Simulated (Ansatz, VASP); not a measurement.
## Two plane-wave programs on TePt

INCAR

```
SYSTEM = TePt
  PREC = Accurate
  ENCUT = 520
  EDIFF = 1E-6
  ISMEAR = 0
  SIGMA = 0.15
  LREAL = .FALSE.
  LASPH = .TRUE.
  NELM = 80
  ALGO = Normal
  ISIF = 2
  LWAVE = .FALSE.
  LCHARG = .FALSE.
  GGA = CA
  NBANDS = 24
```

Contents of KPOINTS:

```
regular mesh
0
G
  15 15 10
  0 0 0
```

File POSCAR:

```
TePt
1.0
    3.8685989375      0.0000000000      0.0000000000
   -1.9342994687      3.3503049570      0.0000000000
    0.0000000000      0.0000000000      6.1498586559
Te Pt
2 2
Direct
    0.3333333333      0.6666666667      0.2500000000
    0.6666666667      0.3333333333      0.7500000000
    0.0000000000      0.0000000000      0.0000000000
    0.0000000000      0.0000000000      0.5000000000
```

Input for Ansatz:

```yaml
crystal:
  lattice:
    - [3.8685989375, 0.0, 0.0]
    - [-1.9342994687, 3.350304957, 0.0]
    - [0.0, 0.0, 6.1498586559]
  atoms:
    - { symbol: Te, position: [0.3333333333, 0.6666666667, 0.25] }
    - { symbol: Te, position: [0.6666666667, 0.3333333333, 0.75] }
    - { symbol: Pt, position: [0.0, 0.0, 0.0] }
    - { symbol: Pt, position: [0.0, 0.0, 0.5] }
basis:
  ecutwfc: 420
kpoints:
  mp_grid: { grid: [15, 15, 10] }
hamiltonian:
  xc: lda
scf:
  occupations: { method: gaussian, width: 0.15 }
output:
  forces: true
  stress: true
  eigenvalues: true
```

Alike in both runs: task single point; functional LDA; k mesh 15 × 15 × 10; occupations gaussian, width 0.15 eV; no spin polarisation.

|  | VASP | Ansatz |
| --- | --- | --- |
| version | VASP 6.6.1 | Ansatz 0.2.0 |
| potentials or method | VASP PAW LDA potentials, release 64 (Te, Pt), cutoff 520 eV | scalar-relativistic, plane waves, PAW |
| valence electrons in the cell | 32 | 68 |

Ansatz gave:

| Quantity | Value |
| --- | --- |
| gap on the k mesh at the Fermi level (eV) | none |
| pressure (GPa) | 8.9 |
| traceless stress, the component that is largest in VASP (GPa) | -6.35 |

**Question.** What did VASP give for the same quantities?

**Answer.** gap on the k mesh at the Fermi level (eV): none; pressure (GPa): 9.2; traceless stress, the component that is largest in VASP (GPa): -6.38.

LDA's correlation is that of Perdew and Zunger in VASP and of Perdew and Wang (1992) in Ansatz. A gap of «none» marks a metal or a gap that the smearing closes. VASP's potentials hold 32 valence electrons a cell and Ansatz's 68, so a difference there can come from the potentials and not from the codes.

Neither program's run includes spin-orbit coupling.
